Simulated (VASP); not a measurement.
# B (P6/mmm) in VASP: relaxation of shape and atoms at fixed volume with PBE

Aim: the relaxation of shape and atoms at fixed volume of B with PBE.

Everything below comes from runs of VASP 6.6.1. Logs are shortened: lines on timing, memory, paths and dates and some standing lists are left out, and cuts for length are marked.

### Step 1. The cell of the first run

It takes space group P6/mmm (No. 191, hexagonal). The conventional cell has a = 2.271 Å, b = 2.271 Å, c = 2.245 Å, α = 90.00°, β = 90.00°, γ = 120.00°. Within 2.3 Å of B (site symmetry 6/mmm) lie 20 B at 1.73 to 2.27 Å. Within 1.8 Å of B (site symmetry -6m2) lie 9 B at 1.31 to 1.73 Å.

This isn't the form of B at room conditions, which is rhombohedral.

### Step 2. Relaxation of shape and atoms at fixed volume, PBE

Contents of INCAR:

```
SYSTEM = B
PREC = Accurate
ENCUT = 910
EDIFF = 1E-7
ISMEAR = -1
SIGMA = 0.05
LREAL = .False.
LASPH = .True.
NELM = 120
ALGO = Normal
ISIF = 4
LWAVE = .False.
LCHARG = .False.
GGA = PE
IBRION = 2
NSW = 50
EDIFFG = -0.005
GGA_COMPAT = .False.
NELMIN = 4
```

Contents of KPOINTS:

```
regular mesh
0
Gamma
  12 12 16
  0 0 0
```

Contents of POSCAR:

```
B
1.0
    2.2713135370      0.0000000000      0.0000000000
   -1.1356567685      1.9670152230      0.0000000000
    0.0000000000      0.0000000000      2.2454631681
B
3
Direct
    0.0000000000      0.0000000000      0.0000000000
    0.3333333333      0.6666666667      0.5000000000
    0.6666666667      0.3333333333      0.5000000000
```

Potentials or basis: VASP PAW PBE potentials, release 64 (B_h).

On the command line:

```
> cat potpaw_PBE.64/B_h/POTCAR > POTCAR
> mpirun -np 1 vasp_std > vasp.out
```

OUTCAR:

```text
SYSTEM = B
   PREC = Accurate
   ENCUT = 910
   EDIFF = 1E-7
   ISMEAR = -1
   LREAL = .False.
   LASPH = .True.
   NELM = 120
   ISIF = 4
   GGA = PE
   IBRION = 2
   NSW = 50
   EDIFFG = -0.005
   NELMIN = 4

 ion  position               nearest neighbor table
   1  0.000  0.000  0.000-
   2  0.333  0.667  0.500-   3 1.31   3 1.31   3 1.31
   3  0.667  0.333  0.500-   2 1.31   2 1.31   2 1.31

  LATTYP: Found a hexagonal cell.
 ALAT       =     2.2713135370
 C/A-ratio  =     0.9886187581

  Lattice vectors:

 A1 = (   2.2713135370,   0.0000000000,   0.0000000000)
 A2 = (  -1.1356567685,   1.9670152230,   0.0000000000)
 A3 = (   0.0000000000,   0.0000000000,   2.2454631681)

Analysis of symmetry for initial positions (statically):
=====================================================================
 Subroutine PRICEL returns:
 Original cell was already a primitive cell.

 Routine SETGRP: Setting up the symmetry group for a
 hexagonal supercell.

 Subroutine GETGRP returns: Found 24 space group operations
 (whereof 24 operations were pure point group operations)
 out of a pool of 24 trial point group operations.

The static configuration has the point symmetry D_6h.

Analysis of symmetry for dynamics (positions and initial velocities):
=====================================================================
 Subroutine PRICEL returns:
 Original cell was already a primitive cell.

 Routine SETGRP: Setting up the symmetry group for a
 hexagonal supercell.

 Subroutine GETGRP returns: Found 24 space group operations
 (whereof 24 operations were pure point group operations)
 out of a pool of 24 trial point group operations.

The dynamic configuration has the point symmetry D_6h.

 Subroutine INISYM returns: Found 24 space group operations
 (whereof 24 operations are pure point group operations),
 and found     1 'primitive' translations

----------------------------------------------------------------------------------------

                                     Primitive cell

  volume of cell :      10.0321

  direct lattice vectors                    reciprocal lattice vectors
     2.271313537  0.000000000  0.000000000     0.440273870  0.254192237  0.000000000
    -1.135656769  1.967015223  0.000000000     0.000000000  0.508384474  0.000000000
     0.000000000  0.000000000  2.245463168     0.000000000  0.000000000  0.445342419

  length of vectors
     2.271313537  2.271313537  2.245463168     0.508384474  0.508384474  0.445342419

  position of ions in fractional coordinates (direct lattice)
     0.000000000  0.000000000  0.000000000
     0.333333333  0.666666667  0.500000000
     0.666666667  0.333333333  0.500000000

  ion indices of the primitive-cell ions
   primitive index   ion index
                 1           1
                 2           2
                 3           3

----------------------------------------------------------------------------------------

 KPOINTS: regular mesh

Automatic generation of k-mesh.
 Grid dimensions read from file:
 generate k-points for:   12   12   16

 Generating k-lattice:

  Cartesian coordinates                     Fractional coordinates (reciprocal lattice)
     0.036689489  0.021182686  0.000000000     0.083333333  0.000000000  0.000000000
     0.000000000  0.042365373  0.000000000     0.000000000  0.083333333  0.000000000
     0.000000000  0.000000000  0.027833901     0.000000000  0.000000000  0.062500000

  Length of vectors
     0.042365373  0.042365373  0.027833901

  Shift w.r.t. Gamma in fractional coordinates (k-lattice)
     0.000000000  0.000000000  0.000000000

 Subroutine IBZKPT returns following result:
 ===========================================

 Found    171 irreducible k-points:

 Following reciprocal coordinates:
            Coordinates               Weight
  0.000000  0.000000  0.000000      1.000000
  0.083333  0.000000  0.000000      6.000000
  0.166667 -0.000000  0.000000      6.000000
  0.250000  0.000000  0.000000      6.000000
  0.333333 -0.000000  0.000000      6.000000
  0.416667 -0.000000  0.000000      6.000000
[... 16 lines left out ...]
  0.250000  0.000000  0.062500     12.000000
  0.333333 -0.000000  0.062500     12.000000
 [... further k-points ...]
   k-points           NKPTS =    171   k-points in BZ     NKDIM =    171   number of bands    NBANDS=      8
   number of dos      NEDOS =    301   number of ions     NIONS =      3
   total plane-waves  NPLWV =  13824
   dimension x,y,z NGX =    24 NGY =   24 NGZ =   24
   dimension x,y,z NGXF=    48 NGYF=   48 NGZF=   48
   ions per type =               3
   NGX,Y,Z   is equivalent  to a cutoff of  17.57, 17.57, 17.77 a.u.
   NGXF,Y,Z  is equivalent  to a cutoff of  35.13, 35.13, 35.54 a.u.
 SYSTEM =  B
   PREC   = accura    normal or accurate (medium, high low for compatibility)
   ISTART =      0    job   : 0-new  1-cont  2-samecut
   ICHARG =      2    charge: 1-file 2-atom 10-const
   ISPIN  =      1    spin polarized calculation?
   LNONCOLLINEAR =      F non collinear calculations
   LSORBIT =      F    spin-orbit coupling
   LASPH  =      T    aspherical Exc in radial PAW
   ENCUT  =  910.0 eV  66.88 Ry    8.18 a.u.   5.59  5.59  5.52*2*pi/ulx,y,z
   NELM   =    120;   NELMIN=  4; NELMDL= -5     # of ELM steps
   EDIFF  = 0.1E-06   stopping-criterion for ELM
   LREAL  =      F    real-space projection
   EDIFFG = -.5E-02   stopping-criterion for IOM
   NSW    =     50    number of steps for IOM
   IBRION =      2    ionic relax: 0-MD 1-quasi-New 2-CG
   NFREE  =      1    steps in history (QN), initial steepest desc. (CG)
   ISIF   =      4    stress and relaxation
   ISYM   =      2    0-nonsym 1-usesym 2-fastsym
   POTIM  = 0.5000    time-step for ionic-motion
   TEBEG  =    0.0;   TEEND  =   0.0 temperature during run
   PSTRESS=    0.0 pullay stress
   NELECT =       9.0000    total number of electrons
   NUPDOWN=      -1.0000    fix difference up-down
   EMIN   =  10.00;   EMAX   =-10.00  energy-range for DOS
   EFERMI =   0.00;   METHOD = LEGACY
   ISMEAR =    -1;   SIGMA  =   0.05  broadening in eV -4-tet -1-fermi 0-gaus
   EFERMI_NEDOS =   21; number of points for ismear=-14 and -15
   IALGO  =     38    algorithm
   IMIX   =      4    mixing-type and parameters
     AMIX     =   0.40;   BMIX     =  1.00
     AMIX_MAG =   1.60;   BMIX_MAG =  1.00
  volume/ion in A,a.u.               =       3.34        22.57
  Fermi-wavevector in a.u.,A,eV,Ry     =   1.578915  2.983717 33.918951  2.492973
  Thomas-Fermi vector in A             =   2.679374
   LORBIT       =      0    0 simple, 1 ext, 2 COOP (PROOUT), +10 PAW based schemes
   GGA     = PE    functional components
   LHFCALC =     F    Hartree Fock is set to
   AEXX    =    0.0000 exact exchange contribution
   IVDW    =     0    specifies the selected vdW correction
   LEPSILON=     F    determine dielectric tensor
   LRPA    =     F    only Hartree local field effects (RPA)
 conjugate gradient relaxation of ions
 non-spin polarized calculation
  energy-cutoff  :      910.00
  volume of cell :       10.03
 maximum number of plane-waves:       641
 NGX is ok and might be reduce to    24
   NGX = 11   NGY = 11   NGZ = 11

--------------------------------------- Ionic step        1  -------------------------------------------

 number of electron       9.0000000 magnetization

 Free energy of the ion-electron system (eV)
  ---------------------------------------------------
  ext. energy  EPLUGINS =         0.00000000
  ---------------------------------------------------
  free energy    TOTEN  =        -7.20129561 eV

  energy without entropy =       -7.19963093  energy(sigma->0) =       -7.20046327

------------------------ aborting loop because EDIFF is reached ----------------------------------------

  FORCE on cell =-STRESS in cart. coord.  units (eV):
  Direction    XX          YY          ZZ          XY          YZ          ZX
  --------------------------------------------------------------------------------------
  -------------------------------------------------------------------------------------
  Total       38.3476723     38.3476723     23.2222665     -0.0000000      0.0000000      0.0000000
  in kB     6124.3336681   6124.3336681   3708.7233720     -0.0000000      0.0000000      0.0000000
  external PRESSURE =    5319.1302360 kB  Pullay stress =       0.0000000 kB
[... 92 lines left out ...]
  FREE ENERGIE OF THE ION-ELECTRON SYSTEM (eV)
  ---------------------------------------------------
  free  energy   TOTEN  =        -7.8032395999 eV

  energy  without entropy=       -7.7999853418  energy(sigma->0) =       -7.80161247

[... ionic steps 4 to 9 ...]

--------------------------------------- Ionic step       10  -------------------------------------------

 number of electron       8.9999999 magnetization

------------------------ aborting loop because EDIFF is reached ----------------------------------------

  FORCE on cell =-STRESS in cart. coord.  units (eV):
  Direction    XX          YY          ZZ          XY          YZ          ZX
  --------------------------------------------------------------------------------------
  -------------------------------------------------------------------------------------
  Total       27.3076995     27.3076995     26.9298132     -0.0000000      0.0000000      0.0000000
  in kB     4361.1894314   4361.1894312   4300.8389235     -0.0000000      0.0000000      0.0000000
  external PRESSURE =    4341.0725954 kB  Pullay stress =       0.0000000 kB
[... 59 lines left out ...]
  energy  without entropy=       -8.1079158536  energy(sigma->0) =       -8.10983337

--------------------------------------- Ionic step       12  -------------------------------------------

 number of electron       8.9999999 magnetization

 Free energy of the ion-electron system (eV)
  ---------------------------------------------------
  ext. energy  EPLUGINS =         0.00000000
  ---------------------------------------------------
  free energy    TOTEN  =        -8.11180302 eV

  energy without entropy =       -8.10801659  energy(sigma->0) =       -8.10990981

 E-fermi :  22.7677     XC(G=0): -15.9018

 val. band max:       22.7416562286   @ k =   0.3333   0.0833   0.3125
 cond. band min:      22.8244503986   @ k =   0.3333  -0.0000   0.3125
 fundamental gap:      0.0827941700
 Fermi energy:        22.7677386458

 k-point     1 :       0.0000    0.0000    0.0000
  band No.  band energies     occupation
      1      -4.0457      2.00000
      2      14.3803      2.00000
      3      14.3803      2.00000
      4      14.4289      2.00000
      5      14.4289      2.00000
      6      27.1109      0.00000
      7      28.0797      0.00000
      8      33.7517      0.00000
[... 243 lines left out ...]
 k-point    24 :       0.3333   -0.0000    0.0625
  band No.  band energies     occupation
      1      -1.7040      2.00000
      2       4.8722      2.00000
      3       8.5099      2.00000
      4      18.4457      2.00000
      5      26.4839      0.00000
      6      31.9598      0.00000
      7      34.7311      0.00000
      8      36.0562      0.00000

 [... further k-points ...]
[... 5 lines left out ...]
  --------------------------------------------------------------------------------------
  -------------------------------------------------------------------------------------
  Total       27.1702386     27.1702386     27.1648561      0.0000000      0.0000000      0.0000000
  in kB     4339.2361742   4339.2361741   4338.3765532      0.0000000      0.0000000      0.0000000
  external PRESSURE =    4338.9496338 kB  Pullay stress =       0.0000000 kB
[... 18 lines left out ...]
  FREE ENERGIE OF THE ION-ELECTRON SYSTEM (eV)
  ---------------------------------------------------
  free  energy   TOTEN  =        -8.1118030221 eV

  energy  without entropy=       -8.1080165899  energy(sigma->0) =       -8.10990981

 reached required accuracy - stopping structural energy minimisation
```

Wall time 65 s (1 thread of Intel Xeon Platinum 8488C (Sapphire Rapids), shared host); peak memory 0.14 GiB.

What came out:

- Free energy: -8.1118 eV
- Energy gained by relaxing: 303.5 meV/atom
- Ionic steps: 12
- Pressure after relaxing: 433.9 GPa
- Band gap on the k mesh: zero (an odd number of electrons rules out a gap without spin polarisation)

Stress tensor (GPa, compression positive):
```
433.92   0.00   0.00
  0.00 433.92   0.00
  0.00   0.00 433.84
```

Step by step:
```csv
step,energy change (eV),largest force (eV/Å),pressure (GPa),volume (Å³)
1,0.0000,0.0000,531.91,10.03
2,-0.4575,0.0000,465.78,10.03
3,-0.6019,0.0000,449.99,10.03
4,-0.9099,0.0000,433.67,10.03
5,-0.9038,0.0000,434.84,10.03
6,-0.9052,0.0000,434.72,10.03
7,-0.9084,0.0000,434.37,10.03
8,-0.9086,0.0000,434.34,10.03
9,-0.9091,0.0000,434.26,10.03
10,-0.9100,0.0000,434.11,10.03
11,-0.9105,0.0000,433.83,10.03
12,-0.9105,0.0000,433.89,10.03
```

Final structure:
```
CELL_PARAMETERS angstrom
2.64851 0.00000 0.00000
-1.32425 2.29367 0.00000
0.00000 0.00000 1.65142
ATOMIC_POSITIONS crystal
B 0.00000 0.00000 0.00000
B 0.33333 0.66667 0.50000
B 0.66667 0.33333 0.50000
```

Caveat: a cell axis changed by over 15 % at a fixed basis, so the end point is rough.

The gap in the log of VASP goes by the Fermi energy; the results here count the filled bands.